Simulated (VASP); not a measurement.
# La4TaO (F-43m) in VASP: further runs, part 2 of 2

VASP 6.6.1. The steps go on from the part before.

**4. Relaxation of cell and atoms, PBE**

File INCAR:

```
PREC     = Accurate       # precision mode
ENCUT    = 600            # plane-wave cutoff, eV
EDIFF    = 1E-6           # SCF threshold, eV
ISMEAR   = 0              # smearing method
SIGMA    = 0.1            # smearing width, eV
LREAL    = False          # projectors in reciprocal space
LASPH    = True           # aspherical terms in the spheres
NELM     = 100            # most SCF steps
ALGO     = Normal         # electronic algorithm
ISIF     = 3              # what is computed and relaxed
LWAVE    = False          # write WAVECAR
LCHARG   = False          # write CHGCAR
GGA      = PE             # functional
IBRION   = 2              # ionic algorithm
NSW      = 90             # ionic steps
EDIFFG   = -0.04          # ionic threshold
```

File KPOINTS:

```
regular mesh
0
Gamma
  4 4 4
```

File POSCAR:

```
La4TaO
1.0
    0.0000000000      4.0695045300      4.0695045300
    4.0695045300      0.0000000000      4.0695045300
    4.0695045300      4.0695045300      0.0000000000
La Ta O
4 1 1
Direct
    0.3753429500      0.3753429500      0.8739711600
    0.8739711600      0.3753429500      0.3753429500
    0.3753429500      0.8739711600      0.3753429500
    0.3753429500      0.3753429500      0.3753429500
    0.7500000000      0.7500000000      0.7500000000
    0.0000000000      0.0000000000      0.0000000000
```

Potentials or basis: VASP PAW PBE potentials, release 64 (La, Ta_pv, O).

Started as:

```
cat potpaw_PBE.64/La/POTCAR potpaw_PBE.64/Ta_pv/POTCAR potpaw_PBE.64/O/POTCAR > POTCAR
mpirun -np 1 vasp_std > vasp.out
```

OUTCAR:

```text
PREC = Accurate
   ENCUT = 600
   EDIFF = 1E-6
   ISMEAR = 0
   LREAL = False
   LASPH = True
   NELM = 100
   ISIF = 3
   GGA = PE
   IBRION = 2
   NSW = 90
   EDIFFG = -0.04

 ion  position               nearest neighbor table
   1  0.375  0.375  0.874-   2 2.87   3 2.87   4 2.87   4 2.89   3 2.89   2 2.89   5 3.37   5 3.37
                             5 3.37
   2  0.874  0.375  0.375-   1 2.87   3 2.87   4 2.87   4 2.89   1 2.89   3 2.89   5 3.37   5 3.37
                             5 3.37
   3  0.375  0.874  0.375-   1 2.87   2 2.87   4 2.87   1 2.89   4 2.89   2 2.89   5 3.37   5 3.37
                             5 3.37
   4  0.375  0.375  0.375-   1 2.87   2 2.87   3 2.87   1 2.89   3 2.89   2 2.89   5 3.37   5 3.37
                             5 3.37
   5  0.750  0.750  0.750-   2 3.37   3 3.37   1 3.37   4 3.37   4 3.37   4 3.37   2 3.37   3 3.37
                             1 3.37   1 3.37   2 3.37   3 3.37
   6  0.000  0.000  0.000-

  LATTYP: Found a face centered cubic cell.
 ALAT       =     8.1390090600

  Lattice vectors:

 A1 = (   0.0000000000,   4.0695045300,   4.0695045300)
 A2 = (   4.0695045300,   0.0000000000,   4.0695045300)
 A3 = (   4.0695045300,   4.0695045300,   0.0000000000)

Analysis of symmetry for initial positions (statically):
=====================================================================
 Subroutine PRICEL returns:
 Original cell was already a primitive cell.

 Routine SETGRP: Setting up the symmetry group for a
[... 146 lines left out ...]
  volume of cell :      134.79
 maximum number of plane-waves:      4573
 NGX is ok and might be reduce to    48
   NGX = 23   NGY = 23   NGZ = 23

--------------------------------------- Ionic step        1  -------------------------------------------

 number of electron      60.9999996 magnetization

 Free energy of the ion-electron system (eV)
  ---------------------------------------------------
  ext. energy  EPLUGINS =         0.00000000
  ---------------------------------------------------
  free energy    TOTEN  =       -29.38851247 eV

  energy without entropy =      -29.33869638  energy(sigma->0) =      -29.36360443

 E-fermi :   9.7264     XC(G=0): -11.0069

 val. band max:        9.7230574693   @ k =   0.5000   0.5000   0.0000
 cond. band min:       9.7353937644   @ k =   0.5000   0.5000   0.0000
 fundamental gap:      0.0123362951
 Fermi energy:         9.7263558566

 k-point     1 :       0.0000    0.0000    0.0000
  band No.  band energies     occupation
      1     -24.6686      2.00000
      2     -24.6686      2.00000
      3     -24.6686      2.00000
      4     -23.8441      2.00000
      5     -22.0417      2.00000
      6     -22.0417      2.00000
[... 500 lines left out ...]
--------------------------------------- Ionic step        6  -------------------------------------------

 number of electron      60.9999999 magnetization

 Free energy of the ion-electron system (eV)
  ---------------------------------------------------
  ext. energy  EPLUGINS =         0.00000000
  ---------------------------------------------------
  free energy    TOTEN  =       -30.71709163 eV

  energy without entropy =      -30.67735625  energy(sigma->0) =      -30.69722394

 E-fermi :   7.2159     XC(G=0):  -9.9463

 val. band max:        7.1650804067   @ k =  -0.2500   0.5000   0.2500
 cond. band min:       7.2215692618   @ k =   0.5000   0.5000   0.0000
 fundamental gap:      0.0564888551
 Fermi energy:         7.2159151352

 k-point     1 :       0.0000    0.0000    0.0000
  band No.  band energies     occupation
      1     -27.4974      2.00000
      2     -27.4974      2.00000
      3     -27.4974      2.00000
      4     -25.8922      2.00000
      5     -24.9805      2.00000
      6     -24.9805      2.00000
[... 334 lines left out ...]
  FREE ENERGIE OF THE ION-ELECTRON SYSTEM (eV)
  ---------------------------------------------------
  free  energy   TOTEN  =       -30.7170916301 eV

  energy  without entropy=      -30.6773562455  energy(sigma->0) =      -30.69722394

 reached required accuracy - stopping structural energy minimisation
```

OSZICAR:

```text
N       E                     dE             d eps       ncg     rms          rms(c)
DAV:   1     0.858440610501E+03    0.85844E+03   -0.23919E+04   576   0.288E+03
DAV:   2     0.211995611725E+03   -0.64644E+03   -0.63206E+03   824   0.541E+02
DAV:   3     0.490478220987E+01   -0.20709E+03   -0.20447E+03   992   0.319E+02
[... 89 lines left out ...]
DAV:   2    -0.307170439616E+02   -0.19996E-03   -0.13616E-02   904   0.829E-01    0.532E-02
DAV:   3    -0.307171627196E+02   -0.11876E-03   -0.18021E-03  1104   0.270E-01    0.594E-02
DAV:   4    -0.307170845128E+02    0.78207E-04   -0.62335E-04  1040   0.108E-01    0.192E-02
DAV:   5    -0.307170900339E+02   -0.55211E-05   -0.57814E-05  1064   0.447E-02    0.156E-02
DAV:   6    -0.307170911944E+02   -0.11605E-05   -0.16649E-05   912   0.228E-02    0.972E-03
DAV:   7    -0.307170916301E+02   -0.43564E-06   -0.51807E-06   648   0.186E-02
   6 F= -.30717092E+02 E0= -.30697224E+02  d E =-.406558E-02
```

Wall time 12 min (1 thread of Intel Xeon 6975P-C, shared host); peak memory 0.38 GiB.

Results:

```yaml
Free_energy: -30.7171 eV
Relaxed_volume: 28.31 Å³/atom
Relaxed_cell: a = 6.217 Å, b = 6.217 Å, c = 6.217 Å, α = 60.00°, β = 60.00°, γ = 60.00°
Space_group_after_relaxing_to_0.05_Å: F-43m (No. 216)
Energy_gained_by_relaxing: 221.4 meV/atom
Ionic_steps: 6
Pressure_after_relaxing: 0.0 GPa
Largest_force_after_relaxing: 0.003 eV/Å
```

Forces in eV/Å, atoms in the order of the input:
```
La  -0.002 -0.002  0.002
La   0.002 -0.002 -0.002
La  -0.002  0.002 -0.002
La   0.002  0.002  0.002
Ta   0.000  0.000  0.000
O    0.000  0.000  0.000
```

The path:
| step | energy change (eV) | largest force (eV/Å) | pressure (GPa) | volume (Å³) |
| --- | --- | --- | --- | --- |
| 1 | 0.0000 | 0.0012 | 14.91 | 134.79 |
| 2 | -1.2554 | 0.2034 | -2.04 | 179.83 |
| 3 | -1.3244 | 0.1656 | 0.11 | 169.04 |
| 4 | -1.3245 | 0.1676 | -0.05 | 169.78 |
| 5 | -1.3280 | 0.0608 | -0.05 | 169.85 |
| 6 | -1.3286 | 0.0031 | -0.04 | 169.89 |

Final structure:
```cif
data_structure
_symmetry_space_group_name_H-M 'P 1'
_symmetry_Int_Tables_number 1
_cell_length_a 6.2167
_cell_length_b 6.2167
_cell_length_c 6.2167
_cell_angle_alpha 60.000
_cell_angle_beta 60.000
_cell_angle_gamma 60.000
_cell_volume 169.89
loop_
_atom_site_label
_atom_site_type_symbol
_atom_site_fract_x
_atom_site_fract_y
_atom_site_fract_z
_atom_site_occupancy
La1 La 0.37613 0.37613 0.87160 1
La2 La 0.87160 0.37613 0.37613 1
La3 La 0.37613 0.87160 0.37613 1
La4 La 0.37613 0.37613 0.37613 1
Ta1 Ta 0.75000 0.75000 0.75000 1
O1 O 0.00000 0.00000 0.00000 1
```

Caveat: the volume moved by over 15 % at a fixed basis, so the end points are rough; spin-orbit coupling is left out, which moves the levels of the heavy elements; an odd number of electrons without spin polarisation forces a metal; a magnetic or distorted state may lie lower.

**5. Single point, PBE**

This run uses another cell than the first one, of 28.10 Å³/atom, 1.251 times its volume.

File INCAR:

```
PREC = Accurate
ENCUT = 520
EDIFF = 1E-6
ISMEAR = 0
SIGMA = 0.1
LREAL = False
LASPH = True
NELM = 80
ALGO = Normal
ISIF = 2
LWAVE = False
LCHARG = False
GGA = PE
NBANDS = 40
```

File KPOINTS:

```
regular mesh
0
Gamma
  8 8 8
```

File POSCAR:

```
La4TaO
1.0
    0.0000000000      4.3847080077      4.3847080077
    4.3847080077      0.0000000000      4.3847080077
    4.3847080077      4.3847080077      0.0000000000
La Ta O
4 1 1
Direct
    0.6234934762      0.6234934762      0.6234934762
    0.6234934762      0.6234934762      0.1295195715
    0.1295195715      0.6234934762      0.6234934762
    0.6234934762      0.1295195715      0.6234934762
    0.2500000000      0.2500000000      0.2500000000
    0.0000000000      0.0000000000      0.0000000000
```

Started as:

```
cat potpaw_PBE.64/La/POTCAR potpaw_PBE.64/Ta_pv/POTCAR potpaw_PBE.64/O/POTCAR > POTCAR
mpirun -np 1 vasp_std > vasp.out
```

Wall time 8.3 min (1 thread of Intel Xeon 6975P-C, shared host); peak memory 0.45 GiB.

The run converged. Its results:

```
Free energy   : -30.8397 eV
Pressure      : 0.0 GPa
Largest force : 0.013 eV/Å
```

Forces in eV/Å, atoms in the order of the input:
```
La  -0.007 -0.007 -0.007
La   0.007  0.007 -0.007
La  -0.007  0.007  0.007
La   0.007 -0.007  0.007
Ta   0.000  0.000  0.000
O    0.000  0.000  0.000
```

Levels at points of the mesh, in eV from the Fermi level:
| k point | band 28 | band 29 | band 30 | band 31 | band 32 | band 33 | band 34 | band 35 |
| --- | --- | --- | --- | --- | --- | --- | --- | --- |
| (0.00, 0.00, 0.00) | -1.38 | -0.38 | -0.38 | 0.17 | 0.17 | 0.17 | 0.79 | 0.79 |
| (0.50, 0.00, 0.00) | -0.70 | -0.49 | -0.49 | -0.05 | 0.24 | 0.24 | 1.04 | 1.04 |
| (0.50, 0.50, 0.00) | -0.55 | -0.55 | -0.48 | 0.02 | 0.41 | 0.41 | 0.45 | 1.35 |

Caveat: spin-orbit coupling is left out, which moves the levels of the heavy elements; an odd number of electrons without spin polarisation forces a metal; a magnetic or distorted state may lie lower.

**6. Overview**

```csv
task,cell,k mesh,cutoff (eV),gap on the mesh (eV),pressure (GPa),largest force (eV/Å)
single point,"a = 5.755 Å, angles 60.0°, 6 atoms",4 × 4 × 4,520,none,14.9,-
single point,"a = 6.212 Å, angles 60.0°, 6 atoms",4 × 4 × 4,520,none,0.0,0.01
relaxation of cell and atoms,"relaxed from a = 5.755 Å, angles 60.0°, 6 atoms",4 × 4 × 4,600,none,0.0,-
single point,"a = 6.201 Å, angles 60.0°, 6 atoms",8 × 8 × 8,520,none,0.0,0.01
```

Alike in all rows: level PBE; potentials or basis VASP PAW PBE potentials, release 64 (La, Ta_pv, O); no spin polarisation; smearing gaussian 0.1 eV.

Caveats: spin-orbit coupling is left out, which moves the levels of the heavy elements; an odd number of electrons without spin polarisation forces a metal; a magnetic or distorted state may lie lower; the volume moved by over 15 % at a fixed basis, so the end points are rough (some runs).

Total energies depend on the potentials used, so only differences within one code and one set of settings carry meaning.
